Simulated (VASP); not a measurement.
A run of VASP 6.6.1 is set up as follows.

POSCAR

```
Ga
1.0
   -1.6892416463      1.6892416463      1.6892416463
    1.6892416463     -1.6892416463      1.6892416463
    1.6892416463      1.6892416463     -1.6892416463
Ga
1
Direct
    0.0000000000      0.0000000000      0.0000000000
```

Contents of INCAR.step1:

```
SYSTEM = Ga
  PREC = Accurate
  ENCUT = 520
  EDIFF = 1E-5
  ISMEAR = 0
  SIGMA = 0.05
  LREAL = .False.
  LASPH = .True.
  NELM = 100
  ALGO = Normal
  ISIF = 2
  LWAVE = .True.
  LCHARG = .False.
  NBANDS = 12
  GGA = PE
```

File INCAR.step2:

```
SYSTEM = Ga
  PREC = Accurate
  ENCUT = 520
  EDIFF = 1E-6
  ISMEAR = 0
  SIGMA = 0.05
  LREAL = .False.
  LASPH = .True.
  NELM = 100
  ALGO = Normal
  ISIF = 2
  LWAVE = .False.
  LCHARG = .False.
  GGA = PE
  LHFCALC = .True.
  HFSCREEN = 0.2079
  PRECFOCK = Normal
  NBANDS = 12
  ISTART = 1
```

Contents of KPOINTS:

```
regular mesh
0
Gamma
  8 8 8
  0 0 0
```

Potentials or basis: VASP PAW PBE potentials, release 64 (Ga_d).

Launch:

```bash
$ cat potpaw_PBE.64/Ga_d/POTCAR > POTCAR
$ cp INCAR.step1 INCAR
$ mpirun -np 1 vasp_std > vasp.out
$ cp INCAR.step2 INCAR
$ mpirun -np 1 vasp_std > vasp.out
```

Q: What does it give for the pressure?

A: -0.8 GPa.

Caveat: the PAW data sets were made with another functional, which shifts forces and pressure a little.
